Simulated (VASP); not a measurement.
CaH:

```
Ca H
1.0
     1.86825    1.07863    3.07811
    -1.86825    1.07863    3.07811
     0.00000   -2.15727    3.07811
Ca H
1 1
Direct
  0.50000 0.50000 0.50000
  0.00000 0.00000 0.00000
```

* Program: VASP 6.6.1
* Task: relaxation of cell and atoms
* Functional: PBE
* Potentials or basis: VASP PAW PBE potentials, release 64 (Ca_sv, H)
* Cutoff: 600 eV
* k mesh: 18 × 18 × 18
* Occupations: gaussian, width 0.1 eV
* Spin: no spin polarisation

At the start: pressure -2.5 GPa; volume 18.61 Å³/atom.

Task: How do energy, volume and symmetry change on relaxing?

Result: Over 7 steps the energy falls by 13.0 meV/atom and the volume is 17.10 Å³/atom (-8.1 %); space group Fm-3m (No. 225, to 0.05 Å).

The path:
| step | energy change (eV) | largest force (eV/Å) | pressure (GPa) | volume (Å³) |
| --- | --- | --- | --- | --- |
| 1 | 0.0000 | 0.0000 | -2.50 | 37.22 |
| 2 | -0.0190 | 0.0000 | -1.37 | 35.67 |
| 3 | -0.0258 | 0.0000 | -0.14 | 34.28 |
| 4 | -0.0259 | 0.0000 | 0.02 | 34.13 |
| 5 | -0.0259 | 0.0000 | -0.04 | 34.19 |
| 6 | -0.0259 | 0.0000 | -0.05 | 34.19 |
| 7 | -0.0259 | 0.0000 | -0.05 | 34.20 |

Final structure:
```cif
data_structure
_symmetry_space_group_name_H-M 'P 1'
_symmetry_Int_Tables_number 1
_cell_length_a 3.6432
_cell_length_b 3.6432
_cell_length_c 3.6432
_cell_angle_alpha 60.005
_cell_angle_beta 60.005
_cell_angle_gamma 60.005
_cell_volume 34.20
loop_
_atom_site_label
_atom_site_type_symbol
_atom_site_fract_x
_atom_site_fract_y
_atom_site_fract_z
_atom_site_occupancy
Ca1 Ca 0.50000 0.50000 0.50000 1
H1 H 0.00000 0.00000 0.00000 1
```
